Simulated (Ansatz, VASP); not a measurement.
One calculation of As, two programs

INCAR

```
ALGO     = Normal         # electronic algorithm
EDIFF    = 1E-6           # SCF threshold, eV
ENCUT    = 520            # plane-wave cutoff, eV
GGA      = PS             # functional
ISIF     = 2              # what is computed and relaxed
ISMEAR   = -1             # smearing method
LASPH    = True           # aspherical terms in the spheres
LCHARG   = True           # write CHGCAR
LELF     = True           # ELF
LREAL    = False          # projectors in reciprocal space
LVHAR    = True         
LWAVE    = False          # write WAVECAR
NBANDS   = 12             # bands
NELM     = 80             # most SCF steps
PREC     = Accurate       # precision mode
SIGMA    = 0.1            # smearing width, eV
```

The input KPOINTS:

```
k-points
0
Gamma
  10 10 10
```

POSCAR

```
As
1.0
    0.0000000000      3.0070286961      3.0070286961
    3.0070286961      0.0000000000      3.0070286961
    3.0070286961      3.0070286961      0.0000000000
As
2
Direct
    0.1250000000      0.1250000000      0.1250000000
    0.8750000000      0.8750000000      0.8750000000
```

Input for Ansatz:

```yaml
crystal:
  lattice:
    - [0.0, 3.0070286961, 3.0070286961]
    - [3.0070286961, 0.0, 3.0070286961]
    - [3.0070286961, 3.0070286961, 0.0]
  atoms:
    - { symbol: As, position: [0.125, 0.125, 0.125] }
    - { symbol: As, position: [0.875, 0.875, 0.875] }
hamiltonian:
  xc: pbesol
  pseudopotentials:
    kind: paw
    azcp:
      As: "pseudopotentials/As.paw.azcp"
basis:
  ecutwfc: 420
  fft_grid_basis: typed
kpoints:
  mp_grid: { grid: [10, 10, 10], shift: [0, 0, 0] }
magnetization:
  spin_polarized: false
scf:
  occupations: { method: fermi_dirac, width: 0.1 }
  lower_state_search: "off"
output:
  stress: true
```

Alike in both runs: task single point; functional PBEsol; k mesh 10 × 10 × 10; occupations fermi-dirac, width 0.1 eV; no spin polarisation.

|  | VASP | Ansatz |
| --- | --- | --- |
| version | VASP 6.6.1 | Ansatz 0.2.0 |
| potentials or method | VASP PAW PBE potentials, release 64 (As), cutoff 520 eV | plane waves (420 eV) with PAW, scalar-relativistic |
| valence electrons in the cell | 10 | 30 |

|  | VASP | Ansatz | Ansatz less VASP |
| --- | --- | --- | --- |
| pressure (GPa) | 0.1 | -0.1 | -0.21 |

VASP's potentials were made for PBE, not for PBEsol, and Ansatz warns of the same on its side. The functional is the same, so the differences come from potentials, cutoffs and numerics. VASP's potentials hold 10 valence electrons a cell and Ansatz's 30, so a difference there can come from the potentials and not from the codes.
